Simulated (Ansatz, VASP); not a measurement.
One calculation of Bi2Te3, two programs

File INCAR:

```
SYSTEM = Bi2Te3
PREC = Accurate
ENCUT = 520
EDIFF = 1E-7
ISMEAR = -1
SIGMA = 0.05
LREAL = .False.
LASPH = .True.
NELM = 80
ALGO = Normal
ISIF = 2
LWAVE = .False.
LCHARG = .False.
GGA = PE
NBANDS = 32
```

File KPOINTS:

```
Automatic mesh
0
Gamma
  6 6 6
  0 0 0
```

POSCAR

```
Bi2Te3
1.0
    2.2623869743      1.3061896574     10.1893637577
   -2.2623869743      1.3061896574     10.1893637577
    0.0000000000     -2.6123793149     10.1893637577
Bi Te
2 3
Direct
    0.1880000000      0.1880000000      0.1880000000
    0.5980000000      0.5980000000      0.5980000000
    0.3890000000      0.3890000000      0.3890000000
    0.8000000000      0.8000000000      0.8000000000
    0.0000000000      0.0000000000      0.0000000000
```

Input for Ansatz:

```yaml
crystal:
  lattice:
    - [2.2623869743317955, 1.3061896574403609, 10.18936375767078]
    - [-2.2623869743317955, 1.3061896574403609, 10.18936375767078]
    - [0.0, -2.6123793148807217, 10.18936375767078]
  atoms:
    - { symbol: Bi, position: [0.188, 0.188, 0.188] }
    - { symbol: Bi, position: [0.598, 0.598, 0.598] }
    - { symbol: Te, position: [0.389, 0.389, 0.389] }
    - { symbol: Te, position: [0.8, 0.8, 0.8] }
    - { symbol: Te, position: [0.0, 0.0, 0.0] }
basis:
  ecutwfc: 571.4391111657479
kpoints:
  mp_grid:
    grid: [6, 6, 6]
hamiltonian:
  xc: pbe
scf:
  occupations:
    method: fermi_dirac
    width: 0.05
output:
  stress: true
```

Alike in both runs: task single point; functional PBE; k mesh 6 × 6 × 6; occupations fermi-dirac, width 0.05 eV; no spin polarisation.

|  | VASP | Ansatz |
| --- | --- | --- |
| version | VASP 6.6.1 | Ansatz 0.2.0 |
| potentials or method | VASP PAW PBE potentials, release 64 (Bi_d, Te), cutoff 520 eV | plane waves, PAW |
| valence electrons in the cell | 48 | 78 |

|  | VASP | Ansatz | Ansatz less VASP |
| --- | --- | --- | --- |
| pressure (GPa) | -1.6 | -1.6 | +0.04 |
| traceless stress, the component that is largest in VASP (GPa) | -0.70 | -0.70 | +0.008 |

VASP's potentials hold 48 valence electrons a cell and Ansatz's 78, so a difference there can come from the potentials and not from the codes.

Neither program's run includes spin-orbit coupling.
